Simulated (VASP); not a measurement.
Input of a VASP 6.6.1 run:

The input INCAR:

```
SYSTEM = Ta4O
PREC     = Accurate       ! precision mode
ENCUT    = 520            ! plane-wave cutoff, eV
EDIFF    = 1E-6           ! SCF threshold, eV
ISMEAR   = 0              ! smearing method
SIGMA    = 0.1            ! smearing width, eV
LREAL    = .False.        ! projectors in reciprocal space
LASPH    = .True.         ! aspherical terms in the spheres
NELM     = 80             ! most SCF steps
ALGO     = Normal         ! electronic algorithm
ISIF     = 2              ! what is computed and relaxed
LWAVE    = .False.        ! write WAVECAR
LCHARG   = .False.        ! write CHGCAR
GGA      = PE             ! functional
IVDW     = 12             ! dispersion correction
NBANDS   = 33             ! bands
```

File KPOINTS:

```
regular mesh
0
Gamma
  12 12 6
  0 0 0
```

Contents of POSCAR:

```
Ta4O
1.0
    3.2263672505      0.0000000000      0.0000000000
    0.0000000000      3.2263672505      0.0000000000
    0.0000000000      0.0000000000      7.3616674161
Ta O
4 1
Direct
    0.0000000000      0.0000000000      0.5000000000
    0.5000000000      0.5000000000      0.7828662325
    0.5000000000      0.5000000000      0.2171337675
    0.0000000000      0.0000000000      0.0000000000
    0.5000000000      0.5000000000      0.5000000000
```

Potentials or basis: VASP PAW PBE potentials, release 64 (Ta_pv, O).

Run with:

```sh
$ cat potpaw_PBE.64/Ta_pv/POTCAR potpaw_PBE.64/O/POTCAR > POTCAR
$ mpirun -np 1 vasp_std > vasp.out
```

**Question.** Predict the largest force.

**Answer.** 0.037 eV/Å.

**Question.** Predict the dispersion energy per atom.

**Answer.** -0.558 eV.

**Question.** Estimate the band gap on the k mesh.

**Answer.** Zero (bands 25 and 26 overlap by 1.03 eV).

Stress tensor (GPa, compression positive):
```
-0.93  0.00  0.00
 0.00 -0.93  0.00
 0.00  0.00 -0.72
```

Caveat: three body term missing; spin-orbit coupling is left out, which moves the levels of the heavy elements.
